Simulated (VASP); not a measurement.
# SiC in VASP: relaxation of the atoms with PBE

Aim: the relaxation of the atoms of SiC with PBE.

Everything below comes from runs of VASP 6.6.1. Logs are shortened: lines on timing, memory, paths and dates and some standing lists are left out, and cuts for length are marked.

### 1 The cell of the first run

The cell holds a slab with vacuum, 6 atoms: a = 3.097 Å, b = 4.380 Å, c = 19.097 Å, α = 90.00°, β = 90.00°, γ = 90.00°.

### 2 Relaxation of the atoms, PBE

The input, INCAR:

```
SYSTEM = SiC
  ALGO = Normal
  DIPOL = 0.5 0.5 0.500
  EDIFF = 1E-7
  EDIFFG = -0.01
  ENCUT = 520
  GGA = PE
  IBRION = 2
  IDIPOL = 3
  ISIF = 2
  ISMEAR = -1
  LASPH = .TRUE.
  LCHARG = .FALSE.
  LDIPOL = .TRUE.
  LREAL = .FALSE.
  LWAVE = .FALSE.
  NELM = 60
  NSW = 60
  PREC = Accurate
  SIGMA = 0.02
```

The input, KPOINTS:

```
k-points
0
G
  8 6 1
  0 0 0
```

The input, POSCAR:

```
SiC
1.0
    3.0969261021      0.0000000000      0.0000000000
    0.0000000000      4.3797148953      0.0000000000
    0.0000000000      0.0000000000     19.0969000000
Si C
3 3
Direct
    0.2500000000      0.1250000000      0.4189154758
    0.7500000000      0.6250000000      0.5000000000
    0.2500000000      0.1250000000      0.5810845242
    0.7500000000      0.8750000000      0.4189154758
    0.2500000000      0.3750000000      0.5000000000
    0.7500000000      0.8750000000      0.5810845242
```

Potentials or basis: VASP PAW PBE potentials, release 64 (Si, C).

Launch:

```
$ cat potpaw_PBE.64/Si/POTCAR potpaw_PBE.64/C/POTCAR > POTCAR
$ mpirun -np 1 vasp_std > vasp.out
```

OUTCAR:

```text
SYSTEM = SiC
   EDIFF = 1E-7
   EDIFFG = -0.01
   ENCUT = 520
   GGA = PE
   IBRION = 2
   ISIF = 2
   ISMEAR = -1
   LASPH = .TRUE.
   LREAL = .FALSE.
   NELM = 60
   NSW = 60
   PREC = Accurate

 ion  position               nearest neighbor table
   1  0.250  0.125  0.419-   5 1.90   4 1.90   4 1.90   3 3.10   2 3.10   2 3.10   2 3.10   2 3.10

   2  0.750  0.625  0.500-   4 1.90   6 1.90   5 1.90   5 1.90   1 3.10   1 3.10   3 3.10   1 3.10
                             3 3.10   3 3.10   1 3.10   3 3.10
   3  0.250  0.125  0.581-   5 1.90   6 1.90   6 1.90   1 3.10   2 3.10   2 3.10   2 3.10   2 3.10

   4  0.750  0.875  0.419-   2 1.90   1 1.90   1 1.90
   5  0.250  0.375  0.500-   1 1.90   3 1.90   2 1.90   2 1.90
   6  0.750  0.875  0.581-   2 1.90   3 1.90   3 1.90

  LATTYP: Found a simple orthorhombic cell.
 ALAT       =     3.0969261021
 B/A-ratio  =     1.4142135624
 C/A-ratio  =     6.1664048061

  Lattice vectors:

 A1 = (   3.0969261021,   0.0000000000,   0.0000000000)
 A2 = (   0.0000000000,   4.3797148953,   0.0000000000)
 A3 = (   0.0000000000,   0.0000000000,  19.0969000000)

Analysis of symmetry for initial positions (statically):
=====================================================================
 Subroutine PRICEL returns:
 Original cell was already a primitive cell.

 Routine SETGRP: Setting up the symmetry group for a
 simple orthorhombic supercell.

 Subroutine GETGRP returns: Found  4 space group operations
 (whereof  2 operations were pure point group operations)
 out of a pool of  8 trial point group operations.

The static configuration has the point symmetry C_1h.
 The point group associated with its full space group is C_2v.

Analysis of symmetry for dynamics (positions and initial velocities):
=====================================================================
 Subroutine PRICEL returns:
 Original cell was already a primitive cell.

 Routine SETGRP: Setting up the symmetry group for a
 simple orthorhombic supercell.

 Subroutine GETGRP returns: Found  4 space group operations
 (whereof  2 operations were pure point group operations)
 out of a pool of  8 trial point group operations.

The dynamic configuration has the point symmetry C_1h.
 The point group associated with its full space group is C_2v.

 Subroutine INISYM returns: Found  4 space group operations
 (whereof  2 operations are pure point group operations),
 and found     1 'primitive' translations

----------------------------------------------------------------------------------------

                                     Primitive cell

  volume of cell :     259.0237

  direct lattice vectors                    reciprocal lattice vectors
     3.096926102  0.000000000  0.000000000     0.322900827  0.000000000  0.000000000
     0.000000000  4.379714895  0.000000000     0.000000000  0.228325365  0.000000000
     0.000000000  0.000000000 19.096900000     0.000000000  0.000000000  0.052364520

  length of vectors
     3.096926102  4.379714895 19.096900000     0.322900827  0.228325365  0.052364520

  position of ions in fractional coordinates (direct lattice)
     0.250000000  0.125000000  0.418915476
     0.750000000  0.625000000  0.500000000
     0.250000000  0.125000000  0.581084524
     0.750000000  0.875000000  0.418915476
     0.250000000  0.375000000  0.500000000
     0.750000000  0.875000000  0.581084524

  ion indices of the primitive-cell ions
   primitive index   ion index
                 1           1
                 2           2
                 3           3
                 4           4
                 5           5
                 6           6

----------------------------------------------------------------------------------------

 KPOINTS: k-points

Automatic generation of k-mesh.
 Grid dimensions read from file:
 generate k-points for:    8    6    1

 Generating k-lattice:

  Cartesian coordinates                     Fractional coordinates (reciprocal lattice)
     0.040362603  0.000000000  0.000000000     0.125000000  0.000000000  0.000000000
     0.000000000  0.038054227  0.000000000     0.000000000  0.166666667  0.000000000
     0.000000000  0.000000000  0.052364520     0.000000000  0.000000000  1.000000000

  Length of vectors
     0.040362603  0.038054227  0.052364520

  Shift w.r.t. Gamma in fractional coordinates (k-lattice)
     0.000000000  0.000000000  0.000000000

 Subroutine IBZKPT returns following result:
 ===========================================

 Found     20 irreducible k-points:

 Following reciprocal coordinates:
            Coordinates               Weight
  0.000000  0.000000  0.000000      1.000000
  0.125000  0.000000  0.000000      2.000000
  0.250000  0.000000  0.000000      2.000000
  0.375000  0.000000  0.000000      2.000000
  0.500000  0.000000  0.000000      1.000000
  0.000000  0.166667  0.000000      2.000000
[... 12 lines left out ...]
  0.375000  0.500000  0.000000      2.000000
  0.500000  0.500000  0.000000      1.000000
   k-points           NKPTS =     20   k-points in BZ     NKDIM =     20   number of bands    NBANDS=     16
   number of dos      NEDOS =    301   number of ions     NIONS =      6
   total plane-waves  NPLWV = 124416
   dimension x,y,z NGX =    24 NGY =   36 NGZ =  144
   dimension x,y,z NGXF=    48 NGYF=   72 NGZF=  288
   ions per type =               3   3
   NGX,Y,Z   is equivalent  to a cutoff of  12.88, 13.66, 12.54 a.u.
   NGXF,Y,Z  is equivalent  to a cutoff of  25.77, 27.33, 25.07 a.u.
 SYSTEM =  SiC
   PREC   = accura    normal or accurate (medium, high low for compatibility)
   ISTART =      0    job   : 0-new  1-cont  2-samecut
   ICHARG =      2    charge: 1-file 2-atom 10-const
   ISPIN  =      1    spin polarized calculation?
   LNONCOLLINEAR =      F non collinear calculations
   LSORBIT =      F    spin-orbit coupling
   LASPH  =      T    aspherical Exc in radial PAW
   ENCUT  =  520.0 eV  38.22 Ry    6.18 a.u.   5.76  8.14 35.51*2*pi/ulx,y,z
   NELM   =     60;   NELMIN=  2; NELMDL= -5     # of ELM steps
   EDIFF  = 0.1E-06   stopping-criterion for ELM
   LREAL  =      F    real-space projection
   EDIFFG = -.1E-01   stopping-criterion for IOM
   NSW    =     60    number of steps for IOM
   IBRION =      2    ionic relax: 0-MD 1-quasi-New 2-CG
   NFREE  =      1    steps in history (QN), initial steepest desc. (CG)
   ISIF   =      2    stress and relaxation
   ISYM   =      2    0-nonsym 1-usesym 2-fastsym
   POTIM  = 0.5000    time-step for ionic-motion
   TEBEG  =    0.0;   TEEND  =   0.0 temperature during run
   PSTRESS=    0.0 pullay stress
   NELECT =      24.0000    total number of electrons
   NUPDOWN=      -1.0000    fix difference up-down
   EMIN   =  10.00;   EMAX   =-10.00  energy-range for DOS
   EFERMI =   0.00;   METHOD = LEGACY
   ISMEAR =    -1;   SIGMA  =   0.02  broadening in eV -4-tet -1-fermi 0-gaus
   EFERMI_NEDOS =   21; number of points for ismear=-14 and -15
   IALGO  =     38    algorithm
   IMIX   =      4    mixing-type and parameters
     AMIX     =   0.40;   BMIX     =  1.00
     AMIX_MAG =   1.60;   BMIX_MAG =  1.00
  volume/ion in A,a.u.               =      43.17       291.33
  Fermi-wavevector in a.u.,A,eV,Ry     =   0.740796  1.399902  7.466591  0.548779
  Thomas-Fermi vector in A             =   1.835284
   LORBIT       =      0    0 simple, 1 ext, 2 COOP (PROOUT), +10 PAW based schemes
   GGA     = PE    functional components
   LHFCALC =     F    Hartree Fock is set to
   AEXX    =    0.0000 exact exchange contribution
   IVDW    =     0    specifies the selected vdW correction
   LEPSILON=     F    determine dielectric tensor
   LRPA    =     F    only Hartree local field effects (RPA)
 conjugate gradient relaxation of ions
 non-spin polarized calculation
  energy-cutoff  :      520.00
  volume of cell :      259.02
 maximum number of plane-waves:      7024
 NGX is ok and might be reduce to    24
   NGX = 11   NGY = 17   NGZ = 71

--------------------------------------- Ionic step        1  -------------------------------------------

 number of electron      23.9999997 magnetization

 Free energy of the ion-electron system (eV)
  ---------------------------------------------------
  ext. energy  EPLUGINS =         0.00000000
  ---------------------------------------------------
  free energy    TOTEN  =       -39.06700664 eV

  energy without entropy =      -39.05923861  energy(sigma->0) =      -39.06312262

------------------------ aborting loop because EDIFF is reached ----------------------------------------

  FORCE on cell =-STRESS in cart. coord.  units (eV):
  Direction    XX          YY          ZZ          XY          YZ          ZX
  --------------------------------------------------------------------------------------
  -------------------------------------------------------------------------------------
  Total       -1.8188961     -6.1134877     -2.6059637      0.0000000      0.0000000      0.0000000
  in kB      -11.2506840    -37.8146487    -16.1190482      0.0000000      0.0000000      0.0000000
  external PRESSURE =     -21.7281270 kB  Pullay stress =       0.0000000 kB
[... 101 lines left out ...]
  FREE ENERGIE OF THE ION-ELECTRON SYSTEM (eV)
  ---------------------------------------------------
  free  energy   TOTEN  =       -39.7500991319 eV

  energy  without entropy=      -39.7450452109  energy(sigma->0) =      -39.74757217

 dipolmoment           0.000000      0.000000     -0.000000 electrons x Angstroem

[... ionic steps 4 to 11 ...]

--------------------------------------- Ionic step       12  -------------------------------------------

 number of electron      23.9999998 magnetization

------------------------ aborting loop because EDIFF is reached ----------------------------------------

  FORCE on cell =-STRESS in cart. coord.  units (eV):
  Direction    XX          YY          ZZ          XY          YZ          ZX
  --------------------------------------------------------------------------------------
  -------------------------------------------------------------------------------------
  Total        1.2588143     -0.3244199     -0.0524567      0.0000000      0.0000000      0.0000000
  in kB        7.7863282     -2.0066815     -0.3244678      0.0000000      0.0000000      0.0000000
  external PRESSURE =       1.8183930 kB  Pullay stress =       0.0000000 kB
[... 65 lines left out ...]
  energy  without entropy=      -40.0257213539  energy(sigma->0) =      -40.02801394

--------------------------------------- Ionic step       14  -------------------------------------------

 number of electron      23.9999998 magnetization

 dipolmoment           0.000000      0.000000      0.000000 electrons x Angstroem

 Free energy of the ion-electron system (eV)
  ---------------------------------------------------
  ext. energy  EPLUGINS =         0.00000000
  ---------------------------------------------------
  free energy    TOTEN  =       -40.03031372 eV

  energy without entropy =      -40.02570642  energy(sigma->0) =      -40.02801007

 E-fermi :  -1.8929     XC(G=0):  -3.6245

 val. band max:       -1.9089797287   @ k =   0.0000   0.5000   0.0000
 cond. band min:      -1.8841586281   @ k =   0.5000   0.3333   0.0000
 fundamental gap:      0.0248211006
 Fermi energy:        -1.8928864073

 k-point     1 :       0.0000    0.0000    0.0000
  band No.  band energies     occupation
      1     -17.3250      2.00000
      2     -14.5007      2.00000
      3     -12.9376      2.00000
      4      -9.8587      2.00000
      5      -7.0535      2.00000
      6      -6.8051      2.00000
[... 8 lines left out ...]
     15       1.6853      0.00000
     16       2.7768      0.00000
[... 346 lines left out ...]
      2     -13.7526      2.00000
      3     -12.3846      2.00000
      4     -11.2582      2.00000
      5     -10.1206      2.00000
      6      -9.3927      2.00000
[... 8 lines left out ...]
     15       2.2285      0.00000
     16       4.0382      0.00000

------------------------ aborting loop because EDIFF is reached ----------------------------------------

 vacuum level on the upper side and lower side of the slab       (xc-potential included)        -0.021        -0.021

  FORCE on cell =-STRESS in cart. coord.  units (eV):
  Direction    XX          YY          ZZ          XY          YZ          ZX
  --------------------------------------------------------------------------------------
  -------------------------------------------------------------------------------------
  Total        1.2434259     -0.3149715     -0.0281749      0.0000000      0.0000000      0.0000000
  in kB        7.6911439     -1.9482394     -0.1742744      0.0000000      0.0000000      0.0000000
  external PRESSURE =       1.8562101 kB  Pullay stress =       0.0000000 kB

 VOLUME and BASIS-vectors are now :
 -----------------------------------------------------------------------------
  energy-cutoff  :      520.00
  volume of cell :      259.02
      direct lattice vectors                 reciprocal lattice vectors
     3.096926102  0.000000000  0.000000000     0.322900827  0.000000000  0.000000000
     0.000000000  4.379714895  0.000000000     0.000000000  0.228325365  0.000000000
     0.000000000  0.000000000 19.096900000     0.000000000  0.000000000  0.052364520
[... 12 lines left out ...]
  FREE ENERGIE OF THE ION-ELECTRON SYSTEM (eV)
  ---------------------------------------------------
  free  energy   TOTEN  =       -40.0303137247 eV

  energy  without entropy=      -40.0257064203  energy(sigma->0) =      -40.02801007

 reached required accuracy - stopping structural energy minimisation

 vacuum level on the upper side and lower side of the slab         3.356         3.356
```

It took 16 min on 1 thread of Intel Xeon Platinum 8259CL at 2.50GHz (Skylake/Cascade Lake), shared host; peak memory 0.39 GiB.

What came out:

```yaml
Free_energy: -40.0303 eV
Energy_gained_by_relaxing: 160.6 meV/atom
Ionic_steps: 14
Largest_force_after_relaxing: 0.004 eV/Å
Band_gap_on_the_k_mesh: zero (bands 12 and 13 overlap by 0.08 eV)
```

Forces on the atoms (eV/Å):
```
Si   0.000 -0.003  0.003
Si   0.000  0.001  0.000
Si   0.000 -0.003 -0.003
C    0.000  0.000  0.000
C    0.000  0.004  0.000
C    0.000  0.000  0.000
```

The path:
```
step  energy change (eV)  largest force (eV/Å)  pressure (GPa)
   1              0.0000                2.9150           -2.17
   2             -0.6809                1.5207           -0.78
   3             -0.6831                1.5536           -0.67
   4             -0.9000                0.8281           -0.26
   5             -0.9525                0.3025            0.10
   6             -0.9527                0.3278            0.12
   7             -0.9596                0.2458           -0.02
   8             -0.9620                0.1163            0.03
   9             -0.9629                0.0488            0.09
  10             -0.9630                0.0633            0.11
  11             -0.9633                0.0150            0.16
  12             -0.9633                0.0169            0.18
  13             -0.9633                0.0199            0.19
  14             -0.9633                0.0040            0.19
```

Final structure:
```xyz
6
Lattice="3.0969 0.0000 0.0000 0.0000 4.3797 0.0000 0.0000 0.0000 19.0969" Properties=species:S:1:pos:R:3 pbc="T T T"
Si    0.7742    0.3896    8.2072
Si    2.3227    2.8125    9.5485
Si    0.7742    0.3896   10.8897
C     2.3227    3.9062    7.9837
C     0.7742    1.7350    9.5485
C     2.3227    3.9062   11.1132
```

Levels at points of the mesh, in eV from the Fermi level:
| k point | band 8 | band 9 | band 10 | band 11 | band 12 | band 13 | band 14 | band 15 | band 16 |
| --- | --- | --- | --- | --- | --- | --- | --- | --- | --- |
| (0.00, 0.00, 0.00) | -3.71 | -2.34 | -1.30 | -1.27 | -0.70 | 1.45 | 1.67 | 3.58 | 4.67 |
| (0.50, 0.00, 0.00) | -4.07 | -3.08 | -2.74 | -1.60 | -1.09 | 0.16 | 1.93 | 3.08 | 3.89 |
| (0.00, 0.50, 0.00) | -2.38 | -2.33 | -2.28 | -1.72 | -0.02 | 1.30 | 2.64 | 3.39 | 5.09 |
| (0.50, 0.50, 0.00) | -3.79 | -3.64 | -3.40 | -0.73 | 0.04 | 0.31 | 2.60 | 4.12 | 5.93 |

The gap in the log of VASP goes by the Fermi energy; the results here count the filled bands.